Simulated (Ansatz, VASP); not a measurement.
One calculation of Co, two programs

Contents of INCAR:

```
SYSTEM = Co
ALGO = Normal ; DIPOL = 0.5 0.5 0.500
EDIFF = 1E-7 ; ENCUT = 520
GGA = PE ; IDIPOL = 3
ISIF = 2 ; ISMEAR = 0
ISPIN = 2 ; LASPH = .True.
LCHARG = .False. ; LDIPOL = .True.
LMAXMIX = 4 ; LORBIT = 11
LREAL = .False. ; LWAVE = .False.
MAGMOM = 1.84 1.84 1.84 1.84 1.84 1.84 ; NBANDS = 40
NELM = 150 ; PREC = Accurate
SIGMA = 0.1
```

File KPOINTS:

```
k-points
0
Gamma
  15 15 1
  0 0 0
```

The input POSCAR:

```
Co
1.0
    2.4922554825      0.0000000000      0.0000000000
   -1.2461277413      2.1583565606      0.0000000000
    0.0000000000      0.0000000000     25.0832971005
Co
6
Direct
    0.6666666667      0.3333333333      0.2990037542
    0.3333333333      0.6666666667      0.3794022525
    0.6666666667      0.3333333333      0.4598007508
    0.3333333333      0.6666666667      0.5401992492
    0.6666666667      0.3333333333      0.6205977475
    0.3333333333      0.6666666667      0.7009962458
```

Input for Ansatz:

```yaml
crystal:
  lattice:
    - [2.4922554825, 0.0, 0.0]
    - [-1.2461277413, 2.1583565606, 0.0]
    - [0.0, 0.0, 25.0832971005]
  atoms:
    - { symbol: Co, position: [0.6666666667, 0.3333333333, 0.2990037542], spin: 1.84 }
    - { symbol: Co, position: [0.3333333333, 0.6666666667, 0.3794022525], spin: 1.84 }
    - { symbol: Co, position: [0.6666666667, 0.3333333333, 0.4598007508], spin: 1.84 }
    - { symbol: Co, position: [0.3333333333, 0.6666666667, 0.5401992492], spin: 1.84 }
    - { symbol: Co, position: [0.6666666667, 0.3333333333, 0.6205977475], spin: 1.84 }
    - { symbol: Co, position: [0.3333333333, 0.6666666667, 0.7009962458], spin: 1.84 }
basis:
  ecutwfc: 420
kpoints:
  mp_grid: { grid: [15, 15, 1] }
hamiltonian:
  xc: pbe
scf:
  occupations: { method: gaussian, width: 0.1 }
output:
  forces: true
  stress: true
  eigenvalues: true
  populations: true
  write_density: true
  write_potential: true
  elf: true
  volumetric_format: npy
magnetization:
  spin_polarized: true
efield:
  axis: 3
  dipole_correction: true
  ramp_width: 0.04
```

Alike in both runs: task single point; functional PBE; k mesh 15 × 15 × 1; occupations gaussian, width 0.1 eV; collinear spin.

|  | VASP | Ansatz |
| --- | --- | --- |
| version | VASP 6.6.1 | Ansatz 0.2.0 |
| potentials or method | VASP PAW PBE potentials, release 64 (Co), cutoff 520 eV | scalar-relativistic, plane waves, PAW |
| valence electrons in the cell | 54 | 102 |

```tsv
	VASP	Ansatz	Ansatz less VASP
gap on the k mesh at the Fermi level (eV)	none	none	-
rms of the force components (eV/Å)	0.212	0.214	+0.0015
net moment per atom (μB)	1.65	1.66	+0.009
size of the moment on the site where the two differ most (μB)	1.66	1.72	+0.063
```

Site moments also hang on the region over which each program counts them. Atom by atom the forces differ by 0.010 eV/Å (rms over components). A gap of «none» marks a metal or a gap that the smearing closes. VASP's potentials hold 54 valence electrons a cell and Ansatz's 102, so a difference there can come from the potentials and not from the codes. Ansatz's warnings: xc potential rough in thin density.
